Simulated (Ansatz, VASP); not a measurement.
Mg5O in VASP and in Ansatz

The input INCAR:

```
PREC = Accurate ; ENCUT = 520
EDIFF = 1E-6 ; ISMEAR = 0
SIGMA = 0.1 ; LREAL = False
LASPH = True ; NELM = 80
ALGO = Normal ; ISIF = 2
LWAVE = False ; LCHARG = False
GGA = PE ; NBANDS = 17
```

The input KPOINTS:

```
Automatic mesh
0
Gamma
  6 6 4
```

POSCAR

```
Mg5O
1.0
    4.5727278000      0.0000000000      0.0000000000
   -2.2863639000      3.9600984400      0.0000000000
    0.0000000000      0.0000000000      4.9087831600
Mg O
5 1
Direct
    0.0000000000      0.3317663100      0.0000000000
    0.6682336900      0.6682336900      0.0000000000
    0.3317663100      0.0000000000      0.0000000000
    0.6666666700      0.3333333300      0.5000000000
    0.3333333300      0.6666666700      0.5000000000
    0.0000000000      0.0000000000      0.5000000000
```

Input for Ansatz:

```yaml
crystal:
  lattice:
    - [4.5727278, 0.0, 0.0]
    - [-2.2863639, 3.96009844, 0.0]
    - [0.0, 0.0, 4.90878316]
  atoms:
    - { symbol: Mg, position: [0.0, 0.33176631, 0.0] }
    - { symbol: Mg, position: [0.66823369, 0.66823369, 0.0] }
    - { symbol: Mg, position: [0.33176631, 0.0, 0.0] }
    - { symbol: Mg, position: [0.66666667, 0.33333333, 0.5] }
    - { symbol: Mg, position: [0.33333333, 0.66666667, 0.5] }
    - { symbol: O, position: [0.0, 0.0, 0.5] }
basis:
  ecutwfc: 420
kpoints:
  mp_grid: { grid: [6, 6, 4] }
hamiltonian:
  xc: pbe
scf:
  occupations: { method: gaussian, width: 0.1 }
  lower_state_search: "off"
output:
  forces: true
  stress: true
  eigenvalues: true
```

Change from the starting cell: species swapped into the MgCd5 type (P-62m, No. 189).

Alike in both runs: task single point; functional PBE; k mesh 6 × 6 × 4; occupations gaussian, width 0.1 eV; no spin polarisation.

|  | VASP | Ansatz |
| --- | --- | --- |
| version | VASP 6.6.1 | Ansatz 0.2.0 |
| potentials or method | VASP PAW PBE potentials, release 64 (Mg, O), cutoff 520 eV | scalar-relativistic, plane waves, PAW |
| valence electrons in the cell | 16 | 56 |

|  | VASP | Ansatz | Ansatz less VASP |
| --- | --- | --- | --- |
| gap on the k mesh at the Fermi level (eV) | none | none | - |
| pressure (GPa) | 21.5 | 21.4 | -0.05 |
| traceless stress, the component that is largest in VASP (GPa) | -6.17 | -6.04 | +0.137 |
| rms of the force components (eV/Å) | 0.193 | 0.193 | +0.0004 |

Atom by atom the forces differ by 0.000 eV/Å (rms over components). A gap of «none» marks a metal or a gap that the smearing closes. VASP's potentials hold 16 valence electrons a cell and Ansatz's 56, so a difference there can come from the potentials and not from the codes.
